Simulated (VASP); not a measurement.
# PbS (R3m) in VASP: notebook

PbS is run at these levels: r2SCAN; tasks: single point.

All numbers are computed with VASP 6.6.1; they aren't measurements. Logs are shortened: lines on timing, memory, paths and dates and some standing lists are left out, and cuts for length are marked.

## Step 1: The cell of the first run

The structure is trigonal, space group R3m (No. 160). Conventional cell: a = 4.125 Å, b = 4.125 Å, c = 9.110 Å, α = 90.00°, β = 90.00°, γ = 120.00°. Pb (site symmetry 3m) has 6 S at 2.82 to 2.83 Å within 3.7 Å. Within 3.7 Å of S (site symmetry 3m) lie 6 Pb at 2.82 to 2.83 Å.

## Step 2: Single point, r2SCAN

File POSCAR:

```
PbS
1.0
    2.0627000000      1.1909004002      3.0367666667
   -2.0627000000      1.1909004002      3.0367666667
    0.0000000000     -2.3818008005      3.0367666667
Pb S
1 1
Direct
    0.9781509158      0.9781509158      0.9781509158
    0.4774504142      0.4774504142      0.4774504142
```

File INCAR.step1:

```
SYSTEM = PbS
ALGO     = Normal         ! electronic algorithm
EDIFF    = 1E-4           ! SCF threshold, eV
ENCUT    = 520            ! plane-wave cutoff, eV
GGA      = PE             ! functional
ISMEAR   = 0              ! smearing method
LASPH    = .TRUE.         ! aspherical terms in the spheres
LCHARG   = .FALSE.        ! write CHGCAR
LREAL    = .FALSE.        ! projectors in reciprocal space
LWAVE    = .TRUE.         ! write WAVECAR
NBANDS   = 17             ! bands
NELM     = 80             ! most SCF steps
PREC     = Accurate       ! precision mode
SIGMA    = 0.05           ! smearing width, eV
```

File INCAR.step2:

```
SYSTEM = PbS
ALGO     = Normal         ! electronic algorithm
EDIFF    = 1E-7           ! SCF threshold, eV
ENCUT    = 520            ! plane-wave cutoff, eV
ISIF     = 2              ! what is computed and relaxed
ISMEAR   = 0              ! smearing method
ISTART   = 1            
LASPH    = .TRUE.         ! aspherical terms in the spheres
LCHARG   = .TRUE.         ! write CHGCAR
LELF     = .TRUE.         ! ELF
LMIXTAU  = .TRUE.       
LREAL    = .FALSE.        ! projectors in reciprocal space
LVHAR    = .TRUE.       
LWAVE    = .FALSE.        ! write WAVECAR
METAGGA  = R2SCAN         ! meta-GGA
NBANDS   = 17             ! bands
NELM     = 80             ! most SCF steps
PREC     = Accurate       ! precision mode
SIGMA    = 0.05           ! smearing width, eV
```

File KPOINTS:

```
k-points
0
G
  9 9 9
  0 0 0
```

Potentials or basis: VASP PAW PBE potentials, release 64 (Pb_d, S).

On the command line:

```sh
$ cat potpaw_PBE.64/Pb_d/POTCAR potpaw_PBE.64/S/POTCAR > POTCAR
$ cp INCAR.step1 INCAR
$ mpirun -np 1 vasp_std > vasp.out
$ cp INCAR.step2 INCAR
$ mpirun -np 1 vasp_std > vasp.out
```

OUTCAR:

```text
SYSTEM = PbS
   EDIFF = 1E-7
   ENCUT = 520
   ISIF = 2
   ISMEAR = 0
   ISTART = 1
   LASPH = .TRUE.
   LREAL = .FALSE.
   METAGGA = R2SCAN
   NELM = 80
   PREC = Accurate

 ion  position               nearest neighbor table
   1  0.978  0.978  0.978-   2 2.82   2 2.82   2 2.82   2 2.83   2 2.83   2 2.83
   2  0.477  0.477  0.477-   1 2.82   1 2.82   1 2.82   1 2.83   1 2.83   1 2.83

  LATTYP: Found a trigonal (rhomboedric) cell.
 ALAT       =     3.8593946211
 COS(alpha) =     0.4287006126

  Lattice vectors:

 A1 = (   2.0627000000,   1.1909004002,   3.0367666667)
 A2 = (  -2.0627000000,   1.1909004002,   3.0367666667)
 A3 = (   0.0000000000,  -2.3818008005,   3.0367666667)

Analysis of symmetry for initial positions (statically):
=====================================================================
 Subroutine PRICEL returns:
 Original cell was already a primitive cell.

 Routine SETGRP: Setting up the symmetry group for a
 trigonal (rhombohedral) supercell.

 Subroutine GETGRP returns: Found  6 space group operations
 (whereof  6 operations were pure point group operations)
 out of a pool of 12 trial point group operations.

The static configuration has the point symmetry C_3v.

Analysis of symmetry for dynamics (positions and initial velocities):
=====================================================================
 Subroutine PRICEL returns:
 Original cell was already a primitive cell.

 Routine SETGRP: Setting up the symmetry group for a
 trigonal (rhombohedral) supercell.

 Subroutine GETGRP returns: Found  6 space group operations
 (whereof  6 operations were pure point group operations)
 out of a pool of 12 trial point group operations.

The dynamic configuration has the point symmetry C_3v.

 Subroutine INISYM returns: Found  6 space group operations
 (whereof  6 operations are pure point group operations),
 and found     1 'primitive' translations

----------------------------------------------------------------------------------------

                                     Primitive cell

  volume of cell :      44.7584

  direct lattice vectors                    reciprocal lattice vectors
     2.062700000  1.190900400  3.036766667     0.242400737  0.139950131  0.109765869
    -2.062700000  1.190900400  3.036766667    -0.242400737  0.139950131  0.109765869
     0.000000000 -2.381800801  3.036766667     0.000000000 -0.279900261  0.109765869

[... 75 lines left out ...]
   ISTART =      1    job   : 0-new  1-cont  2-samecut
   ICHARG =      0    charge: 1-file 2-atom 10-const
   ISPIN  =      1    spin polarized calculation?
   LNONCOLLINEAR =      F non collinear calculations
   LSORBIT =      F    spin-orbit coupling
   LASPH  =      T    aspherical Exc in radial PAW
   ENCUT  =  520.0 eV  38.22 Ry    6.18 a.u.   7.18  7.18  7.18*2*pi/ulx,y,z
   NELM   =     80;   NELMIN=  2; NELMDL=  0     # of ELM steps
   EDIFF  = 0.1E-06   stopping-criterion for ELM
   LREAL  =      F    real-space projection
   EDIFFG = 0.1E-05   stopping-criterion for IOM
   NSW    =      0    number of steps for IOM
   IBRION =     -1    ionic relax: 0-MD 1-quasi-New 2-CG
   NFREE  =      0    steps in history (QN), initial steepest desc. (CG)
   ISIF   =      2    stress and relaxation
   ISYM   =      2    0-nonsym 1-usesym 2-fastsym
   POTIM  = 0.5000    time-step for ionic-motion
   TEBEG  =    0.0;   TEEND  =   0.0 temperature during run
   PSTRESS=    0.0 pullay stress
   NELECT =      20.0000    total number of electrons
   NUPDOWN=      -1.0000    fix difference up-down
   EMIN   =  10.00;   EMAX   =-10.00  energy-range for DOS
   EFERMI =   0.00;   METHOD = LEGACY
   ISMEAR =     0;   SIGMA  =   0.05  broadening in eV -4-tet -1-fermi 0-gaus
   EFERMI_NEDOS =   21; number of points for ismear=-14 and -15
   IALGO  =     38    algorithm
   IMIX   =      4    mixing-type and parameters
     AMIX     =   0.40;   BMIX     =  1.00
     AMIX_MAG =   1.60;   BMIX_MAG =  1.00
  volume/ion in A,a.u.               =      22.38       151.02
  Fermi-wavevector in a.u.,A,eV,Ry     =   1.251584  2.365151 21.313026  1.566463
  Thomas-Fermi vector in A             =   2.385525
   LORBIT       =      0    0 simple, 1 ext, 2 COOP (PROOUT), +10 PAW based schemes
   METAGGA = R2SCAN    functional components
   LHFCALC =     F    Hartree Fock is set to
   AEXX    =    0.0000 exact exchange contribution
   IVDW    =     0    specifies the selected vdW correction
   LEPSILON=     F    determine dielectric tensor
   LRPA    =     F    only Hartree local field effects (RPA)
 non-spin polarized calculation
 Gauss-broadening in eV      SIGMA  =   0.05
  energy-cutoff  :      520.00
  volume of cell :       44.76
 maximum number of plane-waves:      1220
 NGX is ok and might be reduce to    30
   NGX = 15   NGY = 15   NGZ = 15

 number of electron      20.0000001 magnetization

 Free energy of the ion-electron system (eV)
  ---------------------------------------------------
  ext. energy  EPLUGINS =         0.00000000
  ---------------------------------------------------
  free energy    TOTEN  =       -65.24950704 eV

  energy without entropy =      -65.24926881  energy(sigma->0) =      -65.24938792

 E-fermi :   7.9206     XC(G=0): -11.0652

 val. band max:        7.9016294552   @ k =   0.4444   0.0000   0.0000
 cond. band min:       8.1425634881   @ k =  -0.4444   0.4444   0.4444
 fundamental gap:      0.2409340328
 Fermi energy:         7.9206190628

 k-point     1 :       0.0000    0.0000    0.0000
  band No.  band energies     occupation
      1      -9.9488      2.00000
      2      -9.9488      2.00000
      3      -9.9142      2.00000
      4      -9.8846      2.00000
      5      -9.8846      2.00000
      6      -7.8598      2.00000
[... 457 lines left out ...]
      4      -9.8203      2.00000
      5      -9.8025      2.00000
      6      -5.4546      2.00000
[... 9 lines left out ...]
     16      20.1562      0.00000
     17      20.7690      0.00000

 [... further k-points ...]
[... 5 lines left out ...]
  --------------------------------------------------------------------------------------
  -------------------------------------------------------------------------------------
  Total        3.7259043      3.7259043      4.3499540      0.0000000     -0.0000000      0.0000000
  in kB      133.3730541    133.3730541    155.7116328      0.0000000     -0.0000000      0.0000000
  external PRESSURE =     140.8192470 kB  Pullay stress =       0.0000000 kB

 VOLUME and BASIS-vectors are now :
 -----------------------------------------------------------------------------
  energy-cutoff  :      520.00
  volume of cell :       44.76
      direct lattice vectors                 reciprocal lattice vectors
     2.062700000  1.190900400  3.036766667     0.242400737  0.139950131  0.109765869
    -2.062700000  1.190900400  3.036766667    -0.242400737  0.139950131  0.109765869
     0.000000000 -2.381800801  3.036766667     0.000000000 -0.279900261  0.109765869

 POSITION                                       TOTAL-FORCE (eV/Angst)
 -----------------------------------------------------------------------------------
      0.00000     -0.00000      8.91125         0.000000      0.000000     -0.016460
      0.00000     -0.00000      4.34972         0.000000     -0.000000      0.016460
 -----------------------------------------------------------------------------------
    total drift:                               -0.000000      0.000000     -0.000089

  FREE ENERGIE OF THE ION-ELECTRON SYSTEM (eV)
  ---------------------------------------------------
  free  energy   TOTEN  =       -65.2495070354 eV

  energy  without entropy=      -65.2492688089  energy(sigma->0) =      -65.24938792
```

OSZICAR.step1:

```text
N       E                     dE             d eps       ncg     rms          rms(c)
DAV:   1     0.155141222541E+03    0.15514E+03   -0.96669E+03  2890   0.134E+03
DAV:   2     0.271289185863E+01   -0.15243E+03   -0.14678E+03  3077   0.323E+02
DAV:   3    -0.849280664537E+01   -0.11206E+02   -0.11037E+02  3887   0.916E+01
DAV:   4    -0.874979808403E+01   -0.25699E+00   -0.25672E+00  3670   0.145E+01
DAV:   5    -0.875892991053E+01   -0.91318E-02   -0.91311E-02  4227   0.271E+00    0.636E+00
DAV:   6    -0.836911709843E+01    0.38981E+00   -0.98151E-01  4537   0.816E+00    0.435E+00
DAV:   7    -0.836415805015E+01    0.49590E-02   -0.14975E-01  3643   0.212E+00    0.210E+00
DAV:   8    -0.836609225223E+01   -0.19342E-02   -0.14014E-02  3790   0.138E+00    0.163E-01
DAV:   9    -0.836602443011E+01    0.67822E-04   -0.15260E-03  4458   0.404E-01    0.116E-01
DAV:  10    -0.836609204753E+01   -0.67617E-04   -0.24688E-04  3230   0.149E-01
   1 F= -.83660920E+01 E0= -.83659982E+01  d E =-.187622E-03
```

Run time: 2.3 min. Hardware: 1 thread of Intel Xeon 6975P-C (Granite Rapids), shared host; peak memory 0.21 GiB.

Results:

```yaml
Free_energy: -65.2495 eV
Pressure: 14.1 GPa
Largest_force: 0.016 eV/Å
```

Forces on the atoms (eV/Å):
```
Pb   0.000  0.000 -0.016
S    0.000  0.000  0.016
```

Levels at points of the mesh, in eV from the Fermi level:
```tsv
k point	band 8	band 9	band 10	band 11	band 12	band 13
(0.00, 0.00, 0.00)	-3.45	-3.45	-2.64	5.88	6.11	6.11
```

Caveat: this odd mesh misses L, where the gap lies, so gap, dielectric constants and Born charges aren't listed; the PAW data sets were made with another functional, which shifts forces and pressure a little; spin-orbit coupling is left out, which moves the levels of the heavy elements.

## Step 3: Single point, r2SCAN

This run uses another cell than the first one, of 23.06 Å³/atom, 1.030 times its volume.

File POSCAR:

```
PbS
1.0
    1.9641500000      1.1340025312      3.4508715040
   -1.9641500000      1.1340025312      3.4508715040
    0.0000000000     -2.2680050625      3.4508715040
Pb S
1 1
Direct
    0.9781509158      0.9781509158      0.9781509158
    0.4774504142      0.4774504142      0.4774504142
```

File INCAR.step1:

```
SYSTEM = PbS
  PREC = Accurate
  ENCUT = 520
  ISMEAR = 0
  SIGMA = 0.05
  LREAL = .FALSE.
  LASPH = .TRUE.
  NELM = 100
  NBANDS = 17
  GGA = PE
  ALGO = Normal
  EDIFF = 1E-4
  LWAVE = .TRUE.
  LCHARG = .FALSE.
```

File INCAR.step2:

```
SYSTEM = PbS
  PREC = Accurate
  ENCUT = 520
  EDIFF = 1E-6
  ISMEAR = 0
  SIGMA = 0.05
  LREAL = .FALSE.
  LASPH = .TRUE.
  NELM = 100
  ALGO = Normal
  ISIF = 2
  LWAVE = .FALSE.
  LCHARG = .FALSE.
  METAGGA = R2SCAN
  LMIXTAU = .TRUE.
  NBANDS = 17
  ISTART = 1
```

File KPOINTS:

```
regular mesh
0
G
  9 9 9
  0 0 0
```

Potentials or basis: VASP PAW PBE potentials, release 64 (Pb_d, S).

On the command line:

```sh
$ cat potpaw_PBE.64/Pb_d/POTCAR potpaw_PBE.64/S/POTCAR > POTCAR
$ cp INCAR.step1 INCAR
$ mpirun -np 1 vasp_std > vasp.out
$ cp INCAR.step2 INCAR
$ mpirun -np 1 vasp_std > vasp.out
```

OUTCAR:

```text
SYSTEM = PbS
   PREC = Accurate
   ENCUT = 520
   EDIFF = 1E-6
   ISMEAR = 0
   LREAL = .FALSE.
   LASPH = .TRUE.
   NELM = 100
   ISIF = 2
   METAGGA = R2SCAN
   ISTART = 1

 ion  position               nearest neighbor table
   1  0.978  0.978  0.978-   2 2.85   2 2.85   2 2.85   2 2.85   2 2.85   2 2.85
   2  0.477  0.477  0.477-   1 2.85   1 2.85   1 2.85   1 2.85   1 2.85   1 2.85

  LATTYP: Found a trigonal (rhomboedric) cell.
 ALAT       =     4.1294504599
 COS(alpha) =     0.5475248032

  Lattice vectors:

 A1 = (   1.9641500000,   1.1340025312,   3.4508715040)
 A2 = (  -1.9641500000,   1.1340025312,   3.4508715040)
 A3 = (   0.0000000000,  -2.2680050625,   3.4508715040)

Analysis of symmetry for initial positions (statically):
=====================================================================
 Subroutine PRICEL returns:
 Original cell was already a primitive cell.

 Routine SETGRP: Setting up the symmetry group for a
 trigonal (rhombohedral) supercell.

 Subroutine GETGRP returns: Found  6 space group operations
 (whereof  6 operations were pure point group operations)
 out of a pool of 12 trial point group operations.

The static configuration has the point symmetry C_3v.
[... 155 lines left out ...]
  ext. energy  EPLUGINS =         0.00000000
  ---------------------------------------------------
  free energy    TOTEN  =       -65.36589393 eV

  energy without entropy =      -65.36582640  energy(sigma->0) =      -65.36586017

 E-fermi :   7.7851     XC(G=0): -10.9016

 val. band max:        7.7363978605   @ k =   0.4444   0.4444   0.4444
 cond. band min:       7.8525619714   @ k =   0.4444   0.0000   0.0000
 fundamental gap:      0.1161641109
 Fermi energy:         7.7850607246

 k-point     1 :       0.0000    0.0000    0.0000
  band No.  band energies     occupation
      1     -10.2976      2.00000
      2     -10.2976      2.00000
      3     -10.2805      2.00000
      4     -10.2519      2.00000
      5     -10.2519      2.00000
      6      -7.9994      2.00000
[... 457 lines left out ...]
      4     -10.1899      2.00000
      5     -10.1773      2.00000
      6      -5.7603      2.00000
[... 9 lines left out ...]
     16      19.8181      0.00000
     17      20.3315      0.00000

 [... further k-points ...]
[... 5 lines left out ...]
  --------------------------------------------------------------------------------------
  -------------------------------------------------------------------------------------
  Total        3.4654284      3.4654284      2.6635438      0.0000000     -0.0000000      0.0000000
  in kB      120.3923249    120.3923249     92.5340797      0.0000000     -0.0000000      0.0000000
  external PRESSURE =     111.1062431 kB  Pullay stress =       0.0000000 kB

 VOLUME and BASIS-vectors are now :
 -----------------------------------------------------------------------------
  energy-cutoff  :      520.00
  volume of cell :       46.12
      direct lattice vectors                 reciprocal lattice vectors
     1.964150000  1.134002531  3.450871504     0.254563043  0.146972041  0.096593957
    -1.964150000  1.134002531  3.450871504    -0.254563043  0.146972041  0.096593957
     0.000000000 -2.268005062  3.450871504     0.000000000 -0.293944082  0.096593957

 POSITION                                       TOTAL-FORCE (eV/Angst)
 -----------------------------------------------------------------------------------
      0.00000     -0.00000     10.12642         0.000000      0.000000     -0.011081
      0.00000     -0.00000      4.94286         0.000000     -0.000000      0.011081
 -----------------------------------------------------------------------------------
    total drift:                                0.000000     -0.000000      0.000014

  FREE ENERGIE OF THE ION-ELECTRON SYSTEM (eV)
  ---------------------------------------------------
  free  energy   TOTEN  =       -65.3658939343 eV

  energy  without entropy=      -65.3658263983  energy(sigma->0) =      -65.36586017
```

OUTCAR.step1:

```text
SYSTEM = PbS
   PREC = Accurate
   ENCUT = 520
   ISMEAR = 0
   LREAL = .FALSE.
   LASPH = .TRUE.
[... 702 lines left out ...]
      0.00000     -0.00000     10.12642         0.000000      0.000000     -0.012634
      0.00000     -0.00000      4.94286         0.000000     -0.000000      0.012634
 -----------------------------------------------------------------------------------
    total drift:                                0.000000     -0.000000      0.000076

  FREE ENERGIE OF THE ION-ELECTRON SYSTEM (eV)
  ---------------------------------------------------
  free  energy   TOTEN  =        -8.4874552234 eV

  energy  without entropy=       -8.4873995235  energy(sigma->0) =       -8.48742737
```

OSZICAR.step1:

```text
N       E                     dE             d eps       ncg     rms          rms(c)
DAV:   1     0.153113393784E+03    0.15311E+03   -0.93896E+03  2899   0.132E+03
DAV:   2     0.244423627167E+01   -0.15067E+03   -0.14456E+03  3018   0.319E+02
DAV:   3    -0.862534950989E+01   -0.11070E+02   -0.10977E+02  3816   0.903E+01
DAV:   4    -0.888204491237E+01   -0.25670E+00   -0.25644E+00  3758   0.146E+01
DAV:   5    -0.889104810137E+01   -0.90032E-02   -0.90023E-02  4135   0.269E+00    0.595E+00
DAV:   6    -0.848888083521E+01    0.40217E+00   -0.10364E+00  4537   0.806E+00    0.412E+00
DAV:   7    -0.848514261609E+01    0.37382E-02   -0.14530E-01  3609   0.205E+00    0.205E+00
DAV:   8    -0.848745249510E+01   -0.23099E-02   -0.13727E-02  3705   0.135E+00    0.128E-01
DAV:   9    -0.848736996313E+01    0.82532E-04   -0.16282E-03  4545   0.406E-01    0.109E-01
DAV:  10    -0.848745522338E+01   -0.85260E-04   -0.25740E-04  3238   0.145E-01
   1 F= -.84874552E+01 E0= -.84874274E+01  d E =-.556999E-04
```

Run time: 89 s. Hardware: 1 thread of Intel Xeon 6975P-C (Granite Rapids), shared host; peak memory 0.22 GiB.

Results:

```yaml
Free_energy: -65.3659 eV
Pressure: 11.1 GPa
Largest_force: 0.011 eV/Å
```

Forces on the atoms (eV/Å):
```
Pb   0.000  0.000 -0.011
S    0.000  0.000  0.011
```

Stress tensor (GPa, compression positive):
```
12.04  0.00  0.00
 0.00 12.04  0.00
 0.00  0.00  9.25
```

Levels at points of the mesh, in eV from the Fermi level:
| k point | band 6 | band 7 | band 8 | band 9 | band 10 | band 11 | band 12 | band 13 | band 14 | band 15 |
| --- | --- | --- | --- | --- | --- | --- | --- | --- | --- | --- |
| (0.00, 0.00, 0.00) | -15.78 | -6.23 | -3.78 | -3.11 | -3.11 | 5.62 | 5.62 | 5.62 | 5.88 | 6.82 |

Caveat: this odd mesh misses L, where the gap lies, so gap, dielectric constants and Born charges aren't listed; the PAW data sets were made with another functional, which shifts forces and pressure a little; spin-orbit coupling is left out, which moves the levels of the heavy elements.

[end of part 1 of 2]
